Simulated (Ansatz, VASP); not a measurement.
AgCl in VASP and in Ansatz

```
Ag Cl
1.0
     0.00000    2.67731    2.67731
     2.67731    0.00000    2.67731
     2.67731    2.67731    0.00000
Ag Cl
1 1
Direct
  0.50927 0.49073 0.50927
  0.97180 0.02820 0.97180
```

Change from the starting cell: mode 5 frozen in at -0.151 Å, equal normal strain along x and y +0.0000.

Alike in both runs: task single point; functional LDA; k mesh 10 × 10 × 10; occupations gaussian, width 0.05 eV; no spin polarisation.

|  | VASP | Ansatz |
| --- | --- | --- |
| version | VASP 6.6.1 | Ansatz 0.2.0 |
| potentials or method | VASP PAW LDA potentials, release 64 (Ag, Cl), cutoff 520 eV | scalar-relativistic, plane waves, PAW |
| valence electrons in the cell | 18 | 26 |

|  | VASP | Ansatz | Ansatz less VASP |
| --- | --- | --- | --- |
| gap on the k mesh at the Fermi level (eV) | 0.73 | 0.71 | -0.027 |
| least direct gap on the mesh (eV) | 2.63 | 2.60 | -0.030 |
| pressure (GPa) | 1.0 | 1.0 | -0.03 |
| traceless stress, the component that is largest in VASP (GPa) | 2.12 | 2.10 | -0.016 |
| rms of the force components (eV/Å) | 0.255 | 0.253 | -0.0024 |

LDA's correlation is that of Perdew and Zunger in VASP and of Perdew and Wang (1992) in Ansatz. Atom by atom the forces differ by 0.002 eV/Å (rms over components). VASP's potentials hold 18 valence electrons a cell and Ansatz's 26, so a difference there can come from the potentials and not from the codes.
